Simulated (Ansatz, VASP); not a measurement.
Two plane-wave programs on BiC

Contents of INCAR:

```
ALGO     = Normal         # electronic algorithm
EDIFF    = 1E-6           # SCF threshold, eV
EDIFFG   = -0.01          # ionic threshold
ENCUT    = 600            # plane-wave cutoff, eV
GGA      = PE             # functional
IBRION   = 2              # ionic algorithm
ISIF     = 3              # what is computed and relaxed
ISMEAR   = 0              # smearing method
LASPH    = True           # aspherical terms in the spheres
LCHARG   = False          # write CHGCAR
LREAL    = False          # projectors in reciprocal space
LWAVE    = False          # write WAVECAR
NELM     = 80             # most SCF steps
NSW      = 100            # ionic steps
PREC     = Accurate       # precision mode
SIGMA    = 0.1            # smearing width, eV
```

File KPOINTS:

```
k-points
0
Gamma
  18 18 16
```

File POSCAR:

```
BiC
1.0
    3.4479211273      0.0000000000      0.0000000000
   -1.7239605637      2.9859872865      0.0000000000
    0.0000000000      0.0000000000      3.3629250267
Bi C
1 1
Direct
    0.0000000000      0.0000000000      0.0000000000
    0.6666666667      0.3333333333      0.5000000000
```

Input for Ansatz:

```yaml
crystal:
  lattice:
    - [3.4479211273, 0.0, 0.0]
    - [-1.7239605637, 2.9859872865, 0.0]
    - [0.0, 0.0, 3.3629250267]
  atoms:
    - { symbol: Bi, position: [0.0, 0.0, 0.0] }
    - { symbol: C, position: [0.6666666667, 0.3333333333, 0.5] }
basis:
  ecutwfc: 420
kpoints:
  mp_grid: { grid: [18, 18, 16] }
hamiltonian:
  xc: pbe
scf:
  occupations: { method: gaussian, width: 0.1 }
output:
  forces: true
  stress: true
  eigenvalues: true
relax:
  adjacent_minimum: "off"
  f_tol: 0.01
  max_steps: 80
  cell: { stress_tol: 0.05 }
```

Alike in both runs: task relaxation of cell and atoms; functional PBE; k mesh 18 × 18 × 16; occupations gaussian, width 0.1 eV; no spin polarisation.

|  | VASP | Ansatz |
| --- | --- | --- |
| version | VASP 6.6.1 | Ansatz 0.2.0 |
| potentials or method | VASP PAW PBE potentials, release 64 (Bi_d, C), cutoff 600 eV | scalar-relativistic, plane waves, PAW |
| valence electrons in the cell | 19 | 19 |

|  | VASP | Ansatz | Ansatz less VASP |
| --- | --- | --- | --- |
| gap on the k mesh at the Fermi level, each at its own relaxed structure (eV) | none | none | - |
| relaxed volume (Å³/atom) | 17.75 | 17.74 | -0.008 |
| relaxed length of the cell vector where the two differ most in proportion (Å) | 3.537 | 3.537 | -0.0008 |

A gap of «none» marks a metal or a gap that the smearing closes.

Spin-orbit coupling is off throughout.
